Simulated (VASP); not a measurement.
# CdSe (r.bp) (P6_3mc) in VASP: single point with PBE

Aim: the single point of CdSe (r.bp) with PBE.

Program: VASP 6.6.1. These are calculated values, not measurements. Logs are shortened: lines on timing, memory, paths and dates and some standing lists are left out, and cuts for length are marked.

**1. The cell of the first run**

It takes space group P6_3mc (No. 186, hexagonal). The conventional cell has a = 4.317 Å, b = 4.317 Å, c = 7.043 Å, α = 90.00°, β = 90.00°, γ = 120.00°. Cd (site symmetry 3m) has 4 Se at 2.64 to 2.65 Å within 3.5 Å. Se (site symmetry 3m) has 4 Cd at 2.64 to 2.65 Å within 3.5 Å.

**2. Single point, PBE**

The input, INCAR:

```
SYSTEM = CdSe
ALGO = Normal
EDIFF = 1E-6
ENCUT = 500
GGA = PE
GGA_COMPAT = .False.
ISIF = 2
ISMEAR = 0
LASPH = .True.
LCHARG = .True.
LELF = .True.
LREAL = .False.
LVHAR = .True.
LWAVE = .False.
NBANDS = 26
NELM = 120
PREC = Accurate
SIGMA = 0.02
```

The input, KPOINTS:

```
k-points
0
Gamma
  9 9 4
  0 0 0
```

The input, POSCAR:

```
CdSe
1.0
    4.3165995905      0.0000000000      0.0000000000
   -2.1582997953      3.7382849033      0.0000000000
    0.0000000000      0.0000000000      7.0429972037
Cd Se
2 2
Direct
    0.3333333333      0.6666666667      0.0006060404
    0.6666666667      0.3333333333      0.5006060404
    0.3333333333      0.6666666667      0.3763939596
    0.6666666667      0.3333333333      0.8763939596
```

Potentials or basis: VASP PAW PBE potentials, release 64 (Cd, Se).

The run is started by

```bash
cat potpaw_PBE.64/Cd/POTCAR potpaw_PBE.64/Se/POTCAR > POTCAR
mpirun -np 1 vasp_std > vasp.out
```

OUTCAR:

```text
SYSTEM = CdSe
   EDIFF = 1E-6
   ENCUT = 500
   GGA = PE
   ISIF = 2
   ISMEAR = 0
   LASPH = .True.
   LREAL = .False.
   NELM = 120
   PREC = Accurate

 ion  position               nearest neighbor table
   1  0.333  0.667  0.001-   4 2.64   4 2.64   4 2.64   3 2.65
   2  0.667  0.333  0.501-   3 2.64   3 2.64   3 2.64   4 2.65
   3  0.333  0.667  0.376-   2 2.64   2 2.64   2 2.64   1 2.65
   4  0.667  0.333  0.876-   1 2.64   1 2.64   1 2.64   2 2.65

  LATTYP: Found a hexagonal cell.
 ALAT       =     4.3165995905
 C/A-ratio  =     1.6316077171

  Lattice vectors:

 A1 = (   4.3165995905,   0.0000000000,   0.0000000000)
 A2 = (  -2.1582997953,   3.7382849033,   0.0000000000)
 A3 = (   0.0000000000,   0.0000000000,   7.0429972037)

Analysis of symmetry for initial positions (statically):
=====================================================================
 Subroutine PRICEL returns:
 Original cell was already a primitive cell.

 Routine SETGRP: Setting up the symmetry group for a
 hexagonal supercell.

 Subroutine GETGRP returns: Found 12 space group operations
 (whereof  6 operations were pure point group operations)
 out of a pool of 24 trial point group operations.

The static configuration has the point symmetry C_3v.
 The point group associated with its full space group is C_6v.

Analysis of symmetry for dynamics (positions and initial velocities):
=====================================================================
 Subroutine PRICEL returns:
 Original cell was already a primitive cell.

 Routine SETGRP: Setting up the symmetry group for a
 hexagonal supercell.

 Subroutine GETGRP returns: Found 12 space group operations
 (whereof  6 operations were pure point group operations)
 out of a pool of 24 trial point group operations.

The dynamic configuration has the point symmetry C_3v.
 The point group associated with its full space group is C_6v.

 Subroutine INISYM returns: Found 12 space group operations
 (whereof  6 operations are pure point group operations),
 and found     1 'primitive' translations

----------------------------------------------------------------------------------------

                                     Primitive cell

  volume of cell :     113.6506

  direct lattice vectors                    reciprocal lattice vectors
[... 83 lines left out ...]
   ISTART =      0    job   : 0-new  1-cont  2-samecut
   ICHARG =      2    charge: 1-file 2-atom 10-const
   ISPIN  =      1    spin polarized calculation?
   LNONCOLLINEAR =      F non collinear calculations
   LSORBIT =      F    spin-orbit coupling
   LASPH  =      T    aspherical Exc in radial PAW
   ENCUT  =  500.0 eV  36.75 Ry    6.06 a.u.   7.87  7.87 12.84*2*pi/ulx,y,z
   NELM   =    120;   NELMIN=  2; NELMDL= -5     # of ELM steps
   EDIFF  = 0.1E-05   stopping-criterion for ELM
   LREAL  =      F    real-space projection
   EDIFFG = 0.1E-04   stopping-criterion for IOM
   NSW    =      0    number of steps for IOM
   IBRION =     -1    ionic relax: 0-MD 1-quasi-New 2-CG
   NFREE  =      0    steps in history (QN), initial steepest desc. (CG)
   ISIF   =      2    stress and relaxation
   ISYM   =      2    0-nonsym 1-usesym 2-fastsym
   POTIM  = 0.5000    time-step for ionic-motion
   TEBEG  =    0.0;   TEEND  =   0.0 temperature during run
   PSTRESS=    0.0 pullay stress
   NELECT =      36.0000    total number of electrons
   NUPDOWN=      -1.0000    fix difference up-down
   EMIN   =  10.00;   EMAX   =-10.00  energy-range for DOS
   EFERMI =   0.00;   METHOD = LEGACY
   ISMEAR =     0;   SIGMA  =   0.02  broadening in eV -4-tet -1-fermi 0-gaus
   EFERMI_NEDOS =   21; number of points for ismear=-14 and -15
   IALGO  =     38    algorithm
   IMIX   =      4    mixing-type and parameters
     AMIX     =   0.40;   BMIX     =  1.00
     AMIX_MAG =   1.60;   BMIX_MAG =  1.00
  volume/ion in A,a.u.               =      28.41       191.74
  Fermi-wavevector in a.u.,A,eV,Ry     =   1.115968  2.108874 16.944488  1.245385
  Thomas-Fermi vector in A             =   2.252578
   LORBIT       =      0    0 simple, 1 ext, 2 COOP (PROOUT), +10 PAW based schemes
   GGA     = PE    functional components
   LHFCALC =     F    Hartree Fock is set to
   AEXX    =    0.0000 exact exchange contribution
   IVDW    =     0    specifies the selected vdW correction
   LEPSILON=     F    determine dielectric tensor
   LRPA    =     F    only Hartree local field effects (RPA)
 non-spin polarized calculation
 Gauss-broadening in eV      SIGMA  =   0.02
  energy-cutoff  :      500.00
  volume of cell :      113.65
 maximum number of plane-waves:      2922
 NGX is ok and might be reduce to    32
   NGX = 15   NGY = 15   NGZ = 25

 number of electron      35.9999998 magnetization

 Free energy of the ion-electron system (eV)
  ---------------------------------------------------
  ext. energy  EPLUGINS =         0.00000000
  ---------------------------------------------------
  free energy    TOTEN  =       -10.94852327 eV

  energy without entropy =      -10.94852327  energy(sigma->0) =      -10.94852327

 E-fermi :   0.9815     XC(G=0):  -8.8340

 val. band max:        0.8663412709   @ k =   0.0000   0.0000   0.0000
 cond. band min:       1.5107504878   @ k =   0.0000   0.0000   0.0000
 fundamental gap:      0.6444092168
 Fermi energy:         0.9814611166

 k-point     1 :       0.0000    0.0000    0.0000
  band No.  band energies     occupation
      1     -11.6782      2.00000
      2     -11.3096      2.00000
      3      -7.0276      2.00000
      4      -7.0215      2.00000
      5      -7.0215      2.00000
      6      -6.9555      2.00000
[... 685 lines left out ...]
     25       9.4458      0.00000
     26       9.4458      0.00000

 [... further k-points ...]
[... 5 lines left out ...]
  --------------------------------------------------------------------------------------
  -------------------------------------------------------------------------------------
  Total        1.8295560      1.8295560      1.8567200     -0.0000000      0.0000000      0.0000000
  in kB       25.7919763     25.7919763     26.1749171     -0.0000000      0.0000000      0.0000000
  external PRESSURE =      25.9196232 kB  Pullay stress =       0.0000000 kB

 VOLUME and BASIS-vectors are now :
 -----------------------------------------------------------------------------
  energy-cutoff  :      500.00
  volume of cell :      113.65
      direct lattice vectors                 reciprocal lattice vectors
     4.316599591  0.000000000  0.000000000     0.231663831  0.133751175  0.000000000
    -2.158299795  3.738284903  0.000000000     0.000000000  0.267502351  0.000000000
     0.000000000  0.000000000  7.042997204     0.000000000  0.000000000  0.141985006

 POSITION                                       TOTAL-FORCE (eV/Angst)
 -----------------------------------------------------------------------------------
     -0.00000      2.49219      0.00427        -0.000000      0.000000      0.003362
      2.15830      1.24609      3.52577         0.000000      0.000000      0.003362
     -0.00000      2.49219      2.65094         0.000000      0.000000     -0.003362
      2.15830      1.24609      6.17244        -0.000000     -0.000000     -0.003362
 -----------------------------------------------------------------------------------
    total drift:                               -0.000000     -0.000000     -0.000584

  FREE ENERGIE OF THE ION-ELECTRON SYSTEM (eV)
  ---------------------------------------------------
  free  energy   TOTEN  =       -10.9485232669 eV

  energy  without entropy=      -10.9485232669  energy(sigma->0) =      -10.94852327
```

stdout:

```text
POSCAR found type information on POSCAR CdSe
 POSCAR found :  2 types and       4 ions
 scaLAPACK will be used
 LDA part: xc-table for (Slater+PW92), standard interpolation
 POSCAR, INCAR and KPOINTS ok, starting setup
 FFT: planning ... GRIDC
 FFT: planning ... GRID_SOFT
 FFT: planning ... GRID
 WAVECAR not read
 entering main loop
```

Wall time 90 s (1 thread of Intel Xeon Platinum 8375C at 2.90GHz (Ice Lake), shared host); peak memory 0.27 GiB.

Results:

| Item | Value |
| --- | --- |
| Free energy | -10.9485 eV |
| Pressure | 2.6 GPa |
| Largest force | 0.003 eV/Å |
| Band gap on the k mesh | 0.64 eV, direct |

Forces on the atoms (eV/Å):
```
Cd   0.000  0.000  0.003
Cd   0.000  0.000  0.003
Se   0.000  0.000 -0.003
Se   0.000  0.000 -0.003
```

Levels at points of the mesh, in eV from the valence-band top:
| k point | band 15 | band 16 | band 17 | band 18 | band 19 | band 20 | band 21 | band 22 |
| --- | --- | --- | --- | --- | --- | --- | --- | --- |
| (0.00, 0.00, 0.00) | -0.75 | -0.05 | 0.00 | 0.00 | 0.64 | 2.19 | 5.86 | 5.86 |
| (0.00, 0.00, 0.50) | -0.39 | -0.39 | -0.39 | -0.39 | 2.36 | 2.36 | 5.84 | 5.84 |
